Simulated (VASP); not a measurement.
Ge:

```
CELL_PARAMETERS angstrom
3.99000 0.00000 0.00000
-1.99500 3.45544 0.00000
0.00000 0.00000 6.58000
ATOMIC_POSITIONS crystal
Ge 0.33333 0.66667 0.06250
Ge 0.66667 0.33333 0.56250
Ge 0.66667 0.33333 0.93750
Ge 0.33333 0.66667 0.43750
```

- Program: VASP 6.6.1
- Task: relaxation of cell and atoms
- Functional: LDA
- Potentials or basis: VASP PAW LDA potentials, release 64 (Ge_d)
- Cutoff: 600 eV
- k mesh: 12 × 12 × 7
- Occupations: gaussian, width 0.03 eV
- Spin: no spin polarisation

At the start: pressure -1.4 GPa; volume 22.68 Å³/atom.

Where does the relaxation end?

Over 9 steps the energy falls by 2.1 meV/atom and the volume is 22.21 Å³/atom (-2.1 %); space group P6_3/mmc (No. 194, to 0.05 Å).

Step by step:
```tsv
step	energy change (eV)	largest force (eV/Å)	pressure (GPa)	volume (Å³)
1	0.0000	0.0436	-1.43	90.72
2	-0.0071	0.0025	0.59	88.09
3	-0.0086	0.0113	0.03	88.85
4	-0.0085	0.0125	-0.06	88.89
5	-0.0086	0.0071	-0.05	88.88
6	-0.0086	0.0028	-0.05	88.88
7	-0.0086	0.0043	-0.04	88.88
8	-0.0086	0.0027	0.00	88.81
9	-0.0086	0.0012	0.00	88.85
```

Final structure:
```cif
data_structure
_symmetry_space_group_name_H-M 'P 1'
_symmetry_Int_Tables_number 1
_cell_length_a 3.9616
_cell_length_b 3.9616
_cell_length_c 6.5368
_cell_angle_alpha 90.000
_cell_angle_beta 90.000
_cell_angle_gamma 120.000
_cell_volume 88.85
loop_
_atom_site_label
_atom_site_type_symbol
_atom_site_fract_x
_atom_site_fract_y
_atom_site_fract_z
_atom_site_occupancy
Ge1 Ge 0.33333 0.66667 0.06286 1
Ge2 Ge 0.66667 0.33333 0.56286 1
Ge3 Ge 0.66667 0.33333 0.93714 1
Ge4 Ge 0.33333 0.66667 0.43714 1
```
